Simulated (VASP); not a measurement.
Runs of VASP 6.6.1 on Fe. The structure is that of space group Fm-3m (No. 225), or close to it. The cells are those of the table. 

```tsv
task	cell	k mesh	cutoff (eV)	gap on the mesh (eV)	pressure (GPa)
single point	a = 2.386 Å, angles 60.0°, 1 atom	18 × 18 × 18	520	none	-0.2
single point	a = 2.448 Å, angles 60.0°, 1 atom	18 × 18 × 18	520	none	(a)
single point	a = 2.386 Å, angles 60.0°, 1 atom	26 × 26 × 26	520	none	-0.2
single point	a = 2.287 Å, angles 60.0°, 1 atom	18 × 18 × 18	520	none	(b)
relaxation of cell and atoms	relaxed from a = 2.554 Å, angles 60.0°, 1 atom	15 × 15 × 15	600	none	0.0
single point	a = 2.321 Å, angles 60.0°, 1 atom	18 × 18 × 18	520	none	34.2
single point	a = 2.478 Å, angles 60.0°, 1 atom	18 × 18 × 18	520	none	-29.8
single point	a = 2.386 Å, angles 60.0°, 1 atom	15 × 15 × 15	520	none	-0.3
```

Alike in all rows: level LDA; potentials or basis VASP PAW LDA potentials, release 64 (Fe); no spin polarisation; smearing fermi-dirac 0.1 eV.

Question: Estimate the missing entries.

Answer: (a) -22.1; (b) 58.3.

Caveats: the run has no spin polarisation, though such a crystal can be magnetic.

A gap of «none» marks levels without a gap at the run's occupations.
